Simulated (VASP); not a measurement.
# Hf (Fd-3m) in VASP: notebook

Hf is run at these levels: revPBE; tasks: single point.

Everything below comes from runs of VASP 6.6.1. Logs are shortened: lines on timing, memory, paths and dates and some standing lists are left out, and cuts for length are marked.

## 1. The cell of the first run

Symmetry: Fd-3m, No. 227, cubic system. The conventional cell has a = 6.626 Å, b = 6.626 Å, c = 6.626 Å, α = 90.00°, β = 90.00°, γ = 90.00°. Hf (site symmetry -43m) has 4 Hf at 2.87 Å within 3.8 Å.

## 2. Single point, revPBE

INCAR reads:

```
PREC     = Accurate       # precision mode
ENCUT    = 520            # plane-wave cutoff, eV
EDIFF    = 1E-7           # SCF threshold, eV
ISMEAR   = -1             # smearing method
SIGMA    = 0.1            # smearing width, eV
LREAL    = F              # projectors in reciprocal space
LASPH    = T              # aspherical terms in the spheres
NELM     = 80             # most SCF steps
ALGO     = Normal         # electronic algorithm
ISIF     = 2              # what is computed and relaxed
LWAVE    = F              # write WAVECAR
LCHARG   = F              # write CHGCAR
GGA      = RE             # functional
NBANDS   = 17             # bands
```

KPOINTS reads:

```
Automatic mesh
0
Gamma
  9 9 9
```

POSCAR reads:

```
Hf
1.0
    0.0000000000      3.3131201373      3.3131201373
    3.3131201373      0.0000000000      3.3131201373
    3.3131201373      3.3131201373      0.0000000000
Hf
2
Direct
    0.1250000000      0.1250000000      0.1250000000
    0.8750000000      0.8750000000      0.8750000000
```

Potentials or basis: VASP PAW PBE potentials, release 64 (Hf_pv).

The run is started by

```console
> cat potpaw_PBE.64/Hf_pv/POTCAR > POTCAR
> mpirun -np 1 vasp_std > vasp.out
```

OUTCAR:

```text
PREC = Accurate
   ENCUT = 520
   EDIFF = 1E-7
   ISMEAR = -1
   LREAL = F
   LASPH = T
   NELM = 80
   ISIF = 2
   GGA = RE

 ion  position               nearest neighbor table
   1  0.125  0.125  0.125-   2 2.87   2 2.87   2 2.87   2 2.87
   2  0.875  0.875  0.875-   1 2.87   1 2.87   1 2.87   1 2.87

  LATTYP: Found a face centered cubic cell.
 ALAT       =     6.6262402746

  Lattice vectors:

 A1 = (   0.0000000000,   3.3131201373,   3.3131201373)
 A2 = (   3.3131201373,   0.0000000000,   3.3131201373)
 A3 = (   3.3131201373,   3.3131201373,   0.0000000000)

Analysis of symmetry for initial positions (statically):
=====================================================================
 Subroutine PRICEL returns:
 Original cell was already a primitive cell.

 Routine SETGRP: Setting up the symmetry group for a
 face centered cubic supercell.

 Subroutine GETGRP returns: Found 48 space group operations
 (whereof 12 operations were pure point group operations)
 out of a pool of 48 trial point group operations.

The static configuration has the point symmetry D_3d.
 The point group associated with its full space group is O_h .

Analysis of symmetry for dynamics (positions and initial velocities):
=====================================================================
 Subroutine PRICEL returns:
 Original cell was already a primitive cell.

 Routine SETGRP: Setting up the symmetry group for a
 face centered cubic supercell.

 Subroutine GETGRP returns: Found 48 space group operations
 (whereof 12 operations were pure point group operations)
 out of a pool of 48 trial point group operations.

The dynamic configuration has the point symmetry D_3d.
 The point group associated with its full space group is O_h .

 Subroutine INISYM returns: Found 48 space group operations
 (whereof 12 operations are pure point group operations),
 and found     1 'primitive' translations

----------------------------------------------------------------------------------------

                                     Primitive cell

  volume of cell :      72.7347

  direct lattice vectors                    reciprocal lattice vectors
     0.000000000  3.313120137  3.313120137    -0.150915143  0.150915143  0.150915143
     3.313120137  0.000000000  3.313120137     0.150915143 -0.150915143  0.150915143
     3.313120137  3.313120137  0.000000000     0.150915143  0.150915143 -0.150915143

  length of vectors
[... 81 lines left out ...]
   NELM   =     80;   NELMIN=  2; NELMDL= -5     # of ELM steps
   EDIFF  = 0.1E-06   stopping-criterion for ELM
   LREAL  =      F    real-space projection
   EDIFFG = 0.1E-05   stopping-criterion for IOM
   NSW    =      0    number of steps for IOM
   IBRION =     -1    ionic relax: 0-MD 1-quasi-New 2-CG
   NFREE  =      0    steps in history (QN), initial steepest desc. (CG)
   ISIF   =      2    stress and relaxation
   ISYM   =      2    0-nonsym 1-usesym 2-fastsym
   POTIM  = 0.5000    time-step for ionic-motion
   TEBEG  =    0.0;   TEEND  =   0.0 temperature during run
   PSTRESS=    0.0 pullay stress
   NELECT =      20.0000    total number of electrons
   NUPDOWN=      -1.0000    fix difference up-down
   EMIN   =  10.00;   EMAX   =-10.00  energy-range for DOS
   EFERMI =   0.00;   METHOD = LEGACY
   ISMEAR =    -1;   SIGMA  =   0.10  broadening in eV -4-tet -1-fermi 0-gaus
   EFERMI_NEDOS =   21; number of points for ismear=-14 and -15
   IALGO  =     38    algorithm
   IMIX   =      4    mixing-type and parameters
     AMIX     =   0.40;   BMIX     =  1.00
     AMIX_MAG =   1.60;   BMIX_MAG =  1.00
  volume/ion in A,a.u.               =      36.37       245.42
  Fermi-wavevector in a.u.,A,eV,Ry     =   1.064562  2.011731 15.419379  1.133292
  Thomas-Fermi vector in A             =   2.200085
   LORBIT       =      0    0 simple, 1 ext, 2 COOP (PROOUT), +10 PAW based schemes
   GGA     = RE    functional components
   LHFCALC =     F    Hartree Fock is set to
   AEXX    =    0.0000 exact exchange contribution
   IVDW    =     0    specifies the selected vdW correction
   LEPSILON=     F    determine dielectric tensor
   LRPA    =     F    only Hartree local field effects (RPA)
 non-spin polarized calculation
  energy-cutoff  :      520.00
  volume of cell :       72.73
 maximum number of plane-waves:      1980
   NGX = 17   NGY = 17   NGZ = 17

 number of electron      20.0000002 magnetization

 Free energy of the ion-electron system (eV)
  ---------------------------------------------------
  ext. energy  EPLUGINS =         0.00000000
  ---------------------------------------------------
  free energy    TOTEN  =       -13.91845329 eV

  energy without entropy =      -13.74863858  energy(sigma->0) =      -13.83354594

 E-fermi :   1.4755     XC(G=0):  -8.8753

 val. band max:        1.4663493673   @ k =  -0.4444   0.2222   0.1111
 cond. band min:       1.4833078459   @ k =   0.3333   0.0000   0.0000
 fundamental gap:      0.0169584786
 Fermi energy:         1.4755140912

 k-point     1 :       0.0000    0.0000    0.0000
  band No.  band energies     occupation
      1     -29.5929      2.00000
      2     -29.5929      2.00000
      3     -29.5929      2.00000
      4     -29.0739      2.00000
      5     -29.0739      2.00000
      6     -29.0739      2.00000
[... 457 lines left out ...]
      4     -29.2967      2.00000
      5     -28.9637      2.00000
      6     -28.9637      2.00000
[... 9 lines left out ...]
     16       4.6154      0.00000
     17       6.4658      0.00000

 [... further k-points ...]

------------------------ aborting loop because EDIFF is reached ----------------------------------------

  FORCE on cell =-STRESS in cart. coord.  units (eV):
  Direction    XX          YY          ZZ          XY          YZ          ZX
  --------------------------------------------------------------------------------------
  -------------------------------------------------------------------------------------
  Total       -0.0941169     -0.0941169     -0.0941169      0.0000000      0.0000000     -0.0000000
  in kB       -2.0731780     -2.0731780     -2.0731780      0.0000000      0.0000000     -0.0000000
  external PRESSURE =      -2.0731780 kB  Pullay stress =       0.0000000 kB

 VOLUME and BASIS-vectors are now :
 -----------------------------------------------------------------------------
  energy-cutoff  :      520.00
  volume of cell :       72.73
      direct lattice vectors                 reciprocal lattice vectors
     0.000000000  3.313120137  3.313120137    -0.150915143  0.150915143  0.150915143
     3.313120137  0.000000000  3.313120137     0.150915143 -0.150915143  0.150915143
     3.313120137  3.313120137  0.000000000     0.150915143  0.150915143 -0.150915143

 POSITION                                       TOTAL-FORCE (eV/Angst)
 -----------------------------------------------------------------------------------
      0.82828      0.82828      0.82828         0.000000      0.000000      0.000000
      5.79796      5.79796      5.79796        -0.000000     -0.000000     -0.000000
 -----------------------------------------------------------------------------------
    total drift:                                0.000000      0.000000      0.000000

  FREE ENERGIE OF THE ION-ELECTRON SYSTEM (eV)
  ---------------------------------------------------
  free  energy   TOTEN  =       -13.9184532913 eV

  energy  without entropy=      -13.7486385806  energy(sigma->0) =      -13.83354594
```

OSZICAR:

```text
N       E                     dE             d eps       ncg     rms          rms(c)
DAV:   1     0.523762367388E+02    0.52376E+02   -0.10831E+04  1214   0.104E+03
DAV:   2    -0.123114928114E+02   -0.64688E+02   -0.63273E+02  1590   0.232E+02
DAV:   3    -0.143278614353E+02   -0.20164E+01   -0.19850E+01  1603   0.269E+01
DAV:   4    -0.143583061420E+02   -0.30445E-01   -0.30387E-01  1549   0.396E+00
DAV:   5    -0.143591276108E+02   -0.82147E-03   -0.82094E-03  1765   0.513E-01    0.297E+01
DAV:   6    -0.139678015385E+02    0.39133E+00   -0.78500E-01  1276   0.394E+00    0.173E+01
DAV:   7    -0.139320115266E+02    0.35790E-01   -0.56006E-01  1508   0.349E+00    0.190E+00
DAV:   8    -0.139188671697E+02    0.13144E-01   -0.10364E-01  1303   0.139E+00    0.169E-01
DAV:   9    -0.139184110397E+02    0.45613E-03   -0.37520E-03  1452   0.310E-01    0.129E-01
DAV:  10    -0.139184819910E+02   -0.70951E-04   -0.19688E-04  1647   0.787E-02    0.993E-02
DAV:  11    -0.139184525465E+02    0.29445E-04   -0.14038E-04  1407   0.506E-02    0.487E-03
DAV:  12    -0.139184532459E+02   -0.69942E-06   -0.43519E-06  1505   0.127E-02    0.518E-03
DAV:  13    -0.139184532913E+02   -0.45382E-07   -0.99356E-08  1203   0.191E-03
   1 F= -.13918453E+02 E0= -.13833546E+02  d E =-.169815E+00
```

Wall time 27 s (1 thread of Intel Xeon Platinum 8375C at 2.90GHz (Ice Lake), shared host); peak memory 0.21 GiB.

What came out:

```yaml
Free_energy: -13.9185 eV
Pressure: -0.2 GPa
Band_gap_on_the_k_mesh: zero (band 10 reaches 1.78 eV, above the bottom of band 11 at 1.24 eV)
```

Caveat: the PAW data sets were made with another functional, which shifts forces and pressure a little; spin-orbit coupling is left out, which moves the levels of the heavy elements.

## 3. Single point, revPBE

INCAR reads:

```
SYSTEM = Hf
ALGO = Normal
EDIFF = 1E-6
ENCUT = 520
GGA = RE
ISIF = 2
ISMEAR = -1
LASPH = .TRUE.
LCHARG = .FALSE.
LREAL = .FALSE.
LWAVE = .FALSE.
NBANDS = 17
NELM = 80
PREC = Accurate
SIGMA = 0.1
```

KPOINTS reads:

```
k-points
0
G
  9 9 9
  0 0 0
```

POSCAR is that of step 2.

Potentials or basis: VASP PAW PBE potentials, release 64 (Hf_pv).

The run is started by

```console
> cat potpaw_PBE.64/Hf_pv/POTCAR > POTCAR
> mpirun -np 1 vasp_std > vasp.out
```

It took 26 s on 1 thread of Intel Xeon Platinum 8375C at 2.90GHz (Ice Lake), shared host; peak memory 0.21 GiB.

The run converged. Its results:

* Free energy: -13.9185 eV
* Pressure: -0.2 GPa
* Band gap on the k mesh: zero (band 10 reaches 1.78 eV, above the bottom of band 11 at 1.24 eV)

Levels at points of the mesh, in eV from the Fermi level:
```
           k point  band 6  band 7  band 8  band 9  band 10  band 11  band 12  band 13  band 14  band 15
(0.00, 0.00, 0.00)  -30.55   -5.03   -0.24   -0.24     0.13     0.13     0.13     1.99     1.99     1.99
```

Caveat: the PAW data sets were made with another functional, which shifts forces and pressure a little; spin-orbit coupling is left out, which moves the levels of the heavy elements.
